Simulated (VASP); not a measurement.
# Cu (I4/mmm) in VASP: further runs, part 2 of 2

VASP 6.6.1. Earlier steps stand in the parts before.

## 3. Single point, LDA (10.71 Å³/atom)

Contents of INCAR:

```
PREC     = Accurate       # precision mode
ENCUT    = 520            # plane-wave cutoff, eV
EDIFF    = 1E-7           # SCF threshold, eV
ISMEAR   = 0              # smearing method
SIGMA    = 0.15           # smearing width, eV
LREAL    = F              # projectors in reciprocal space
LASPH    = T              # aspherical terms in the spheres
NELM     = 80             # most SCF steps
ALGO     = Fast           # electronic algorithm
ISIF     = 2              # what is computed and relaxed
LWAVE    = F              # write WAVECAR
LCHARG   = F              # write CHGCAR
NBANDS   = 12             # bands
```

Contents of KPOINTS:

```
Automatic mesh
0
Gamma
  24 24 24
```

Contents of POSCAR:

```
Cu
1.0
   -1.4321502083      1.4321502083      1.3055481299
    1.4321502083     -1.4321502083      1.3055481299
    1.4321502083      1.4321502083     -1.3055481299
Cu
1
Direct
    0.0000000000      0.0000000000      0.0000000000
```

Potentials or basis: VASP PAW LDA potentials, release 64 (Cu).

On the command line:

```bash
cat potpaw_LDA.64/Cu/POTCAR > POTCAR
mpirun -np 1 vasp_std > vasp.out
```

OUTCAR:

```text
PREC = Accurate
   ENCUT = 520
   EDIFF = 1E-7
   ISMEAR = 0
   LREAL = F
   LASPH = T
   NELM = 80
   ISIF = 2

 ion  position               nearest neighbor table
   1  0.000  0.000  0.000-

  LATTYP: Found a body centered tetragonal cell.
 ALAT       =     2.8643004166
 C/A-ratio  =     0.9116000000

  Lattice vectors:

 A1 = (  -1.4321502083,   1.4321502083,   1.3055481299)
 A2 = (   1.4321502083,  -1.4321502083,   1.3055481299)
 A3 = (   1.4321502083,   1.4321502083,  -1.3055481299)

Analysis of symmetry for initial positions (statically):
=====================================================================
 Subroutine PRICEL returns:
 Original cell was already a primitive cell.

 Routine SETGRP: Setting up the symmetry group for a
 body centered tetragonal supercell.

 Subroutine GETGRP returns: Found 16 space group operations
 (whereof 16 operations were pure point group operations)
 out of a pool of 16 trial point group operations.

The static configuration has the point symmetry D_4h.

Analysis of symmetry for dynamics (positions and initial velocities):
=====================================================================
 Subroutine PRICEL returns:
 Original cell was already a primitive cell.

 Routine SETGRP: Setting up the symmetry group for a
 body centered tetragonal supercell.

 Subroutine GETGRP returns: Found 16 space group operations
 (whereof 16 operations were pure point group operations)
 out of a pool of 16 trial point group operations.

The dynamic configuration has the point symmetry D_4h.

 Subroutine INISYM returns: Found 16 space group operations
 (whereof 16 operations are pure point group operations),
 and found     1 'primitive' translations

----------------------------------------------------------------------------------------

                                     Primitive cell

  volume of cell :      10.7110

[... 113 lines left out ...]
   AEXX    =    0.0000 exact exchange contribution
   IVDW    =     0    specifies the selected vdW correction
   LEPSILON=     F    determine dielectric tensor
   LRPA    =     F    only Hartree local field effects (RPA)
 non-spin polarized calculation
 RMM-DIIS sequential band-by-band and
 Gauss-broadening in eV      SIGMA  =   0.15
  energy-cutoff  :      520.00
  volume of cell :       10.71
 maximum number of plane-waves:       300
 NGX is ok and might be reduce to    18
   NGX =  9   NGY =  9   NGZ =  9

 number of electron      10.9999983 magnetization

 Free energy of the ion-electron system (eV)
  ---------------------------------------------------
  ext. energy  EPLUGINS =         0.00000000
  ---------------------------------------------------
  free energy    TOTEN  =        -4.66430662 eV

  energy without entropy =       -4.66014098  energy(sigma->0) =       -4.66222380

 E-fermi :   8.6489     XC(G=0): -13.6840

 val. band max:        8.6469430660   @ k =  -0.0833   0.5000   0.0417
 cond. band min:       8.6489422352   @ k =  -0.3750   0.3750   0.2500
 fundamental gap:      0.0019991692
 Fermi energy:         8.6488738754

 k-point     1 :       0.0000    0.0000    0.0000
  band No.  band energies     occupation
      1      -1.4823      2.00000
      2       4.8823      2.00000
      3       5.3237      2.00000
      4       5.3237      2.00000
      5       6.0533      2.00000
      6       6.5288      2.00000
      7      33.5682      0.00000
      8      33.5682      0.00000
      9      36.3624      0.00000
     10      38.0759      0.00000
     11      38.2197      0.00000
     12      38.9675      0.00000
[... 331 lines left out ...]
 k-point    24 :       0.4583    0.0417    0.0000
  band No.  band energies     occupation
      1       3.0227      2.00000
      2       4.1762      2.00000
      3       6.2467      2.00000
      4       6.6309      2.00000
      5       7.0200      2.00000
      6       8.2858      1.99938
      7      14.0497      0.00000
      8      25.6352      0.00000
      9      26.3259      0.00000
     10      31.0184      0.00000
     11      34.3456      0.00000
     12      42.9302      0.00000

 [... further k-points ...]

------------------------ aborting loop because EDIFF is reached ----------------------------------------

  FORCE on cell =-STRESS in cart. coord.  units (eV):
  Direction    XX          YY          ZZ          XY          YZ          ZX
  --------------------------------------------------------------------------------------
  -------------------------------------------------------------------------------------
  Total        0.3149861      0.3149861      0.3829492      0.0000000      0.0000000      0.0000000
  in kB       47.1163832     47.1163832     57.2824718      0.0000000      0.0000000      0.0000000
  external PRESSURE =      50.5050794 kB  Pullay stress =       0.0000000 kB

 VOLUME and BASIS-vectors are now :
 -----------------------------------------------------------------------------
  energy-cutoff  :      520.00
  volume of cell :       10.71
      direct lattice vectors                 reciprocal lattice vectors
    -1.432150208  1.432150208  1.305548130     0.000000000  0.349125390  0.382980902
     1.432150208 -1.432150208  1.305548130     0.349125390  0.000000000  0.382980902
     1.432150208  1.432150208 -1.305548130     0.349125390  0.349125390  0.000000000

 POSITION                                       TOTAL-FORCE (eV/Angst)
 -----------------------------------------------------------------------------------
      0.00000      0.00000      0.00000         0.000000      0.000000     -0.000000
 -----------------------------------------------------------------------------------
    total drift:                                0.000000      0.000000      0.000000

  FREE ENERGIE OF THE ION-ELECTRON SYSTEM (eV)
  ---------------------------------------------------
  free  energy   TOTEN  =        -4.6643066221 eV

  energy  without entropy=       -4.6601409825  energy(sigma->0) =       -4.66222380
```

OSZICAR:

```text
N       E                     dE             d eps       ncg     rms          rms(c)
DAV:   1     0.406284758821E+02    0.40628E+02   -0.53744E+03 29004   0.160E+03
DAV:   2    -0.440425691367E+01   -0.45033E+02   -0.41659E+02 26280   0.208E+02
DAV:   3    -0.567184277947E+01   -0.12676E+01   -0.12578E+01 29616   0.397E+01
DAV:   4    -0.567941979809E+01   -0.75770E-02   -0.75760E-02 28488   0.270E+00
DAV:   5    -0.567949058551E+01   -0.70787E-04   -0.70787E-04 29952   0.265E-01    0.796E+00
RMM:   6    -0.497408128834E+01    0.70541E+00   -0.29079E+00 32037   0.322E+01    0.398E+00
RMM:   7    -0.468667415946E+01    0.28741E+00   -0.38532E-01 31906   0.113E+01    0.114E+00
RMM:   8    -0.466638636860E+01    0.20288E-01   -0.20806E-02 32786   0.140E+00    0.353E-01
RMM:   9    -0.466420704090E+01    0.21793E-02   -0.49526E-03 32939   0.137E+00    0.428E-02
RMM:  10    -0.466430341371E+01   -0.96373E-04   -0.80328E-04 34945   0.331E-01    0.148E-02
RMM:  11    -0.466430729664E+01   -0.38829E-05   -0.10512E-04 35565   0.146E-01    0.181E-02
RMM:  12    -0.466430628301E+01    0.10136E-05   -0.34601E-05 35630   0.742E-02    0.643E-03
RMM:  13    -0.466430689937E+01   -0.61636E-06   -0.63784E-06 34803   0.226E-02    0.509E-03
RMM:  14    -0.466430673677E+01    0.16259E-06   -0.66075E-07 29551   0.810E-03    0.244E-03
RMM:  15    -0.466430662393E+01    0.11285E-06   -0.13225E-07 23818   0.613E-03    0.272E-04
RMM:  16    -0.466430662209E+01    0.18363E-08   -0.26076E-08 19616   0.174E-03
   1 F= -.46643066E+01 E0= -.46622238E+01  d E =-.416564E-02
```

stdout:

```text
POSCAR found type information on POSCAR Cu
 POSCAR found :  1 types and       1 ions
 scaLAPACK will be used
 LDA part: xc-table for (Slater(with rela. corr.)+CA(PZ))
 , standard interpolation
 POSCAR, INCAR and KPOINTS ok, starting setup
 FFT: planning ... GRIDC
 FFT: planning ... GRID_SOFT
 FFT: planning ... GRID
[... 14 lines left out ...]
WARNING in EDDRMM: call to ZHEGV failed, returncode =   6  3      9
WARNING in EDDRMM: call to ZHEGV failed, returncode =   6  3      9
WARNING in EDDRMM: call to ZHEGV failed, returncode =   6  3      9
WARNING in EDDRMM: call to ZHEGV failed, returncode =   6  3      9
WARNING in EDDRMM: call to ZHEGV failed, returncode =   6  3      7
WARNING in EDDRMM: call to ZHEGV failed, returncode =   6  3     10
WARNING in EDDRMM: call to ZHEGV failed, returncode =   6  3      7
WARNING in EDDRMM: call to ZHEGV failed, returncode =   8  4     12
WARNING in EDDRMM: call to ZHEGV failed, returncode =   6  3      7
WARNING in EDDRMM: call to ZHEGV failed, returncode =   6  3      9
```

Run time: 68 s. Hardware: 1 thread of Intel Xeon 6975P-C (Granite Rapids), shared host; peak memory 0.23 GiB.

What came out:

- Free energy: -4.6643 eV
- Pressure: 5.1 GPa
- Band gap on the k mesh: zero (an odd number of electrons rules out a gap without spin polarisation)

Caveat: the cell stands under pressure.
